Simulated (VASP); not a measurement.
# Ti2RuC3 (Immm) in VASP: single point with PBE

Aim: the single point of Ti2RuC3 with PBE.

All numbers are computed with VASP 6.6.1; they aren't measurements. Logs are shortened: lines on timing, memory, paths and dates and some standing lists are left out, and cuts for length are marked.

## 1. The cell of the first run

The structure is orthorhombic, space group Immm (No. 71). Conventional cell: a = 3.089 Å, b = 4.340 Å, c = 8.976 Å, α = 90.00°, β = 90.00°, γ = 90.00°. Ti (site symmetry mm2) has 6 C at 2.13 to 2.17 Å within 2.8 Å. Ru (site symmetry mmm) has 6 C at 2.17 Å and 10 Ti at 2.98 to 3.06 Å and 2 Ru at 3.09 Å within 3.1 Å. Within 2.8 Å of C (site symmetry mm2) lie 4 Ti at 2.13 to 2.17 Å and 2 Ru at 2.17 Å. C (site symmetry mmm) has 4 Ti at 2.16 Å and 2 Ru at 2.17 Å and 12 C at 2.97 to 3.09 Å within 3.1 Å.

## 2. Single point, PBE

Input file INCAR:

```
SYSTEM = Ti2RuC3
PREC = Accurate
ENCUT = 520
EDIFF = 1E-6
ISMEAR = 0
SIGMA = 0.2
LREAL = .False.
LASPH = .True.
NELM = 60
ALGO = Normal
ISIF = 2
LWAVE = .False.
LCHARG = .False.
GGA = PE
NBANDS = 34
```

Input file KPOINTS:

```
Automatic mesh
0
Gamma
  6 6 6
  0 0 0
```

Input file POSCAR:

```
Ti2RuC3
1.0
   -1.5444637458      2.1698960951      4.4881993694
    1.5444637458     -2.1698960951      4.4881993694
    1.5444637458      2.1698960951     -4.4881993694
Ti Ru C
2 1 3
Direct
    0.3321087138      0.3321087138      0.0000000000
    0.6678912862      0.6678912862      0.0000000000
    0.0000000000      0.0000000000      0.0000000000
    0.1690888807      0.6690888807      0.5000000000
    0.8309111193      0.3309111193      0.5000000000
    0.5000000000      0.0000000000      0.5000000000
```

Potentials or basis: VASP PAW PBE potentials, release 64 (Ti_sv, Ru_pv, C).

Launch:

```console
$ cat potpaw_PBE.64/Ti_sv/POTCAR potpaw_PBE.64/Ru_pv/POTCAR potpaw_PBE.64/C/POTCAR > POTCAR
$ mpirun -np 1 vasp_std > vasp.out
```

OUTCAR:

```text
SYSTEM = Ti2RuC3
   PREC = Accurate
   ENCUT = 520
   EDIFF = 1E-6
   ISMEAR = 0
   LREAL = .False.
   LASPH = .True.
   NELM = 60
   ISIF = 2
   GGA = PE

 ion  position               nearest neighbor table
   1  0.332  0.332  0.000-   4 2.13   4 2.13   6 2.16   6 2.16   5 2.17   5 2.17   3 2.98   3 3.06
                             3 3.06   3 3.06   3 3.06
   2  0.668  0.668  0.000-   5 2.13   5 2.13   6 2.16   6 2.16   4 2.17   4 2.17   3 2.98   3 3.06
                             3 3.06   3 3.06   3 3.06
   3  0.000  0.000  0.000-   4 2.17   5 2.17   4 2.17   5 2.17   6 2.17   6 2.17   2 2.98   1 2.98
                             1 3.06   2 3.06   2 3.06   1 3.06   2 3.06   1 3.06   2 3.06   1 3.06
   4  0.169  0.669  0.500-   1 2.13   1 2.13   3 2.17   3 2.17   2 2.17   2 2.17
   5  0.831  0.331  0.500-   2 2.13   2 2.13   3 2.17   3 2.17   1 2.17   1 2.17
   6  0.500  0.000  0.500-   2 2.16   1 2.16   2 2.16   1 2.16   3 2.17   3 2.17

  LATTYP: Found a body centered orthorhombic cell.
 ALAT       =     3.0889274916
 B/A-ratio  =     1.4049511366
 C/A-ratio  =     2.9059920517

  Lattice vectors:

 A1 = (  -1.5444637458,   2.1698960951,   4.4881993694)
 A2 = (   1.5444637458,  -2.1698960951,   4.4881993694)
 A3 = (   1.5444637458,   2.1698960951,  -4.4881993694)

Analysis of symmetry for initial positions (statically):
=====================================================================
 Subroutine PRICEL returns:
 Original cell was already a primitive cell.

 Routine SETGRP: Setting up the symmetry group for a
 body centered orthorhombic supercell.

 Subroutine GETGRP returns: Found  8 space group operations
 (whereof  8 operations were pure point group operations)
 out of a pool of  8 trial point group operations.

The static configuration has the point symmetry D_2h.

Analysis of symmetry for dynamics (positions and initial velocities):
=====================================================================
 Subroutine PRICEL returns:
 Original cell was already a primitive cell.

 Routine SETGRP: Setting up the symmetry group for a
 body centered orthorhombic supercell.

 Subroutine GETGRP returns: Found  8 space group operations
 (whereof  8 operations were pure point group operations)
 out of a pool of  8 trial point group operations.

The dynamic configuration has the point symmetry D_2h.

 Subroutine INISYM returns: Found  8 space group operations
 (whereof  8 operations are pure point group operations),
 and found     1 'primitive' translations

----------------------------------------------------------------------------------------

                                     Primitive cell

  volume of cell :      60.1657

  direct lattice vectors                    reciprocal lattice vectors
    -1.544463746  2.169896095  4.488199369     0.000000000  0.230425780  0.111403251
     1.544463746 -2.169896095  4.488199369     0.323736961  0.000000000  0.111403251
     1.544463746  2.169896095 -4.488199369     0.323736961  0.230425780  0.000000000

  length of vectors
     5.218979872  5.218979872  5.218979872     0.255942815  0.342368667  0.397368419

  position of ions in fractional coordinates (direct lattice)
     0.332108714  0.332108714  0.000000000
     0.667891286  0.667891286  0.000000000
     0.000000000  0.000000000  0.000000000
     0.169088881  0.669088881  0.500000000
     0.830911119  0.330911119  0.500000000
     0.500000000  0.000000000  0.500000000

  ion indices of the primitive-cell ions
   primitive index   ion index
                 1           1
                 2           2
                 3           3
                 4           4
                 5           5
                 6           6

----------------------------------------------------------------------------------------

 KPOINTS: Automatic mesh

Automatic generation of k-mesh.
 Grid dimensions read from file:
 generate k-points for:    6    6    6

 Generating k-lattice:

  Cartesian coordinates                     Fractional coordinates (reciprocal lattice)
     0.000000000  0.038404297  0.018567208     0.166666667  0.000000000 -0.000000000
     0.053956160  0.000000000  0.018567208     0.000000000  0.166666667 -0.000000000
     0.053956160  0.038404297  0.000000000     0.000000000  0.000000000  0.166666667

  Length of vectors
     0.042657136  0.057061445  0.066228070

  Shift w.r.t. Gamma in fractional coordinates (k-lattice)
     0.000000000  0.000000000  0.000000000

 Subroutine IBZKPT returns following result:
 ===========================================

 Found     46 irreducible k-points:

 Following reciprocal coordinates:
            Coordinates               Weight
  0.000000  0.000000  0.000000      1.000000
  0.166667  0.000000 -0.000000      4.000000
  0.333333  0.000000 -0.000000      4.000000
  0.500000 -0.000000  0.000000      2.000000
 -0.000000  0.166667  0.000000      4.000000
  0.166667  0.166667  0.000000      8.000000
[... 16 lines left out ...]
 -0.166667  0.166667  0.166667      2.000000
  0.166667  0.333333  0.166667      4.000000
 [... further k-points ...]
   k-points           NKPTS =     46   k-points in BZ     NKDIM =     46   number of bands    NBANDS=     34
   number of dos      NEDOS =    301   number of ions     NIONS =      6
   total plane-waves  NPLWV =  64000
   dimension x,y,z NGX =    40 NGY =   40 NGZ =   40
   dimension x,y,z NGXF=    80 NGYF=   80 NGZF=   80
   ions per type =               2   1   3
   NGX,Y,Z   is equivalent  to a cutoff of  12.74, 12.74, 12.74 a.u.
   NGXF,Y,Z  is equivalent  to a cutoff of  25.48, 25.48, 25.48 a.u.
 SYSTEM =  Ti2RuC3
   PREC   = accura    normal or accurate (medium, high low for compatibility)
   ISTART =      0    job   : 0-new  1-cont  2-samecut
   ICHARG =      2    charge: 1-file 2-atom 10-const
   ISPIN  =      1    spin polarized calculation?
   LNONCOLLINEAR =      F non collinear calculations
   LSORBIT =      F    spin-orbit coupling
   LASPH  =      T    aspherical Exc in radial PAW
   ENCUT  =  520.0 eV  38.22 Ry    6.18 a.u.   9.70  9.70  9.70*2*pi/ulx,y,z
   NELM   =     60;   NELMIN=  2; NELMDL= -5     # of ELM steps
   EDIFF  = 0.1E-05   stopping-criterion for ELM
   LREAL  =      F    real-space projection
   EDIFFG = 0.1E-04   stopping-criterion for IOM
   NSW    =      0    number of steps for IOM
   IBRION =     -1    ionic relax: 0-MD 1-quasi-New 2-CG
   NFREE  =      0    steps in history (QN), initial steepest desc. (CG)
   ISIF   =      2    stress and relaxation
   ISYM   =      2    0-nonsym 1-usesym 2-fastsym
   POTIM  = 0.5000    time-step for ionic-motion
   TEBEG  =    0.0;   TEEND  =   0.0 temperature during run
   PSTRESS=    0.0 pullay stress
   NELECT =      50.0000    total number of electrons
   NUPDOWN=      -1.0000    fix difference up-down
   EMIN   =  10.00;   EMAX   =-10.00  energy-range for DOS
   EFERMI =   0.00;   METHOD = LEGACY
   ISMEAR =     0;   SIGMA  =   0.20  broadening in eV -4-tet -1-fermi 0-gaus
   EFERMI_NEDOS =   21; number of points for ismear=-14 and -15
   IALGO  =     38    algorithm
   IMIX   =      4    mixing-type and parameters
     AMIX     =   0.40;   BMIX     =  1.00
     AMIX_MAG =   1.60;   BMIX_MAG =  1.00
  volume/ion in A,a.u.               =      10.03        67.67
  Fermi-wavevector in a.u.,A,eV,Ry     =   1.539153  2.908578 32.232109  2.368993
  Thomas-Fermi vector in A             =   2.645421
   LORBIT       =      0    0 simple, 1 ext, 2 COOP (PROOUT), +10 PAW based schemes
   GGA     = PE    functional components
   LHFCALC =     F    Hartree Fock is set to
   AEXX    =    0.0000 exact exchange contribution
   IVDW    =     0    specifies the selected vdW correction
   LEPSILON=     F    determine dielectric tensor
   LRPA    =     F    only Hartree local field effects (RPA)
 non-spin polarized calculation
 Gauss-broadening in eV      SIGMA  =   0.20
  energy-cutoff  :      520.00
  volume of cell :       60.17
 maximum number of plane-waves:      1644
   NGX = 19   NGY = 19   NGZ = 19

 number of electron      49.9999997 magnetization

 Free energy of the ion-electron system (eV)
  ---------------------------------------------------
  ext. energy  EPLUGINS =         0.00000000
  ---------------------------------------------------
  free energy    TOTEN  =       -54.21552911 eV

  energy without entropy =      -54.14182583  energy(sigma->0) =      -54.17867747

 E-fermi :  10.5946     XC(G=0): -13.0756

 val. band max:       10.5639600247   @ k =  -0.3333   0.3333   0.3333
 cond. band min:      10.5996970920   @ k =  -0.3333   0.3333   0.1667
 fundamental gap:      0.0357370672
 Fermi energy:        10.5945703777

 k-point     1 :       0.0000    0.0000    0.0000
  band No.  band energies     occupation
      1     -46.4056      2.00000
      2     -46.3378      2.00000
      3     -32.9138      2.00000
      4     -32.8900      2.00000
      5     -32.7643      2.00000
      6     -22.8346      2.00000
[... 26 lines left out ...]
     33      13.0953      0.00000
     34      13.9879      0.00000

 k-point     2 :       0.1667    0.0000   -0.0000
  band No.  band energies     occupation
      1     -46.4014      2.00000
      2     -46.3421      2.00000
      3     -32.9137      2.00000
      4     -32.8903      2.00000
      5     -32.7642      2.00000
      6     -22.8386      2.00000
[... 26 lines left out ...]
     33      13.1880      0.00000
     34      13.7409      0.00000

 k-point     3 :       0.3333    0.0000   -0.0000
  band No.  band energies     occupation
      1     -46.3900      2.00000
      2     -46.3536      2.00000
      3     -32.9137      2.00000
      4     -32.8909      2.00000
      5     -32.7641      2.00000
      6     -22.8519      2.00000
[... 26 lines left out ...]
     33      13.8473      0.00000
     34      15.1088      0.00000

 k-point     4 :       0.5000   -0.0000    0.0000
  band No.  band energies     occupation
      1     -46.3793      2.00000
      2     -46.3643      2.00000
      3     -32.9137      2.00000
      4     -32.8912      2.00000
      5     -32.7640      2.00000
      6     -22.8592      2.00000
[... 26 lines left out ...]
     33      14.2001      0.00000
     34      14.8884      0.00000

 k-point     5 :      -0.0000    0.1667    0.0000
  band No.  band energies     occupation
      1     -46.3958      2.00000
      2     -46.3365      2.00000
      3     -32.9088      2.00000
      4     -32.8865      2.00000
      5     -32.8022      2.00000
      6     -22.8189      2.00000
[... 621 lines left out ...]
 k-point    22 :       0.3333    0.1667    0.1667
  band No.  band energies     occupation
      1     -46.3623      2.00000
      2     -46.3475      2.00000
      3     -32.8986      2.00000
      4     -32.8816      2.00000
      5     -32.8775      2.00000
      6     -22.8162      2.00000
[... 26 lines left out ...]
     33      15.0535      0.00000
     34      15.2785      0.00000

 k-point    23 :      -0.1667    0.1667    0.1667
  band No.  band energies     occupation
      1     -46.3756      2.00000
      2     -46.3343      2.00000
      3     -32.8991      2.00000
      4     -32.8795      2.00000
      5     -32.8772      2.00000
      6     -22.8101      2.00000
[... 26 lines left out ...]
     33      13.5917      0.00000
     34      14.2435      0.00000

 k-point    24 :       0.1667    0.3333    0.1667
  band No.  band energies     occupation
      1     -46.3567      2.00000
      2     -46.3419      2.00000
      3     -32.9147      2.00000
      4     -32.8937      2.00000
      5     -32.8778      2.00000
      6     -22.8332      2.00000
[... 26 lines left out ...]
     33      13.8925      0.00000
     34      14.9469      0.00000

 [... further k-points ...]

------------------------ aborting loop because EDIFF is reached ----------------------------------------

  FORCE on cell =-STRESS in cart. coord.  units (eV):
  Direction    XX          YY          ZZ          XY          YZ          ZX
  --------------------------------------------------------------------------------------
  -------------------------------------------------------------------------------------
  Total       -0.1416681     -0.0305673     -0.1055968      0.0000000      0.0000000      0.0000000
  in kB       -3.7725399     -0.8139908     -2.8119823      0.0000000      0.0000000      0.0000000
  external PRESSURE =      -2.4661710 kB  Pullay stress =       0.0000000 kB

 VOLUME and BASIS-vectors are now :
 -----------------------------------------------------------------------------
  energy-cutoff  :      520.00
  volume of cell :       60.17
      direct lattice vectors                 reciprocal lattice vectors
    -1.544463746  2.169896095  4.488199369     0.000000000  0.230425780  0.111403251
     1.544463746 -2.169896095  4.488199369     0.323736961  0.000000000  0.111403251
     1.544463746  2.169896095 -4.488199369     0.323736961  0.230425780  0.000000000

 POSITION                                       TOTAL-FORCE (eV/Angst)
 -----------------------------------------------------------------------------------
      0.00000      0.00000      2.98114         0.000000     -0.000000     -0.008907
      0.00000      0.00000      5.99526         0.000000     -0.000000      0.008907
      0.00000      0.00000      0.00000         0.000000     -0.000000      0.000000
      1.54446      0.00000      1.51781         0.000000      0.000000     -0.040675
      0.00000      2.16990      2.97039        -0.000000     -0.000000      0.040675
      0.00000      2.16990      0.00000         0.000000     -0.000000      0.000000
 -----------------------------------------------------------------------------------
    total drift:                               -0.000000     -0.000000      0.000000

  FREE ENERGIE OF THE ION-ELECTRON SYSTEM (eV)
  ---------------------------------------------------
  free  energy   TOTEN  =       -54.2155291131 eV

  energy  without entropy=      -54.1418258275  energy(sigma->0) =      -54.17867747
```

Run time: 4 min. Hardware: 1 thread of Intel Xeon 8259CL, shared host; peak memory 0.29 GiB.

What came out:

```
Free energy            : -54.2155 eV
Pressure               : -0.2 GPa
Largest force          : 0.041 eV/Å
Band gap on the k mesh : zero (bands 25 and 26 overlap by 0.73 eV)
```

Forces on the atoms (eV/Å):
```
Ti   0.000  0.000 -0.009
Ti   0.000  0.000  0.009
Ru   0.000  0.000  0.000
C    0.000  0.000 -0.041
C    0.000  0.000  0.041
C    0.000  0.000  0.000
```

Levels at points of the mesh, in eV from the Fermi level:
| k point | band 21 | band 22 | band 23 | band 24 | band 25 | band 26 | band 27 | band 28 | band 29 | band 30 |
| --- | --- | --- | --- | --- | --- | --- | --- | --- | --- | --- |
| (0.00, 0.00, 0.00) | -2.03 | -1.73 | -1.02 | -0.19 | 0.25 | 0.72 | 0.82 | 1.02 | 1.24 | 1.27 |
| (0.50, 0.00, 0.00) | -3.36 | -2.73 | -2.30 | -1.55 | -0.19 | 0.48 | 0.97 | 1.69 | 2.07 | 2.50 |
| (0.00, 0.50, 0.00) | -3.37 | -2.72 | -0.88 | -0.87 | -0.58 | -0.33 | 0.99 | 1.06 | 2.08 | 2.62 |
| (0.50, 0.50, 0.00) | -3.85 | -3.33 | -3.08 | -0.23 | 0.03 | 0.38 | 1.97 | 1.99 | 2.21 | 2.68 |
| (0.50, 0.50, 0.50) | -2.88 | -2.41 | -1.88 | -1.02 | -0.57 | 0.19 | 0.83 | 1.27 | 1.45 | 1.98 |

The gap in the log of VASP goes by the Fermi energy; the results here count the filled bands.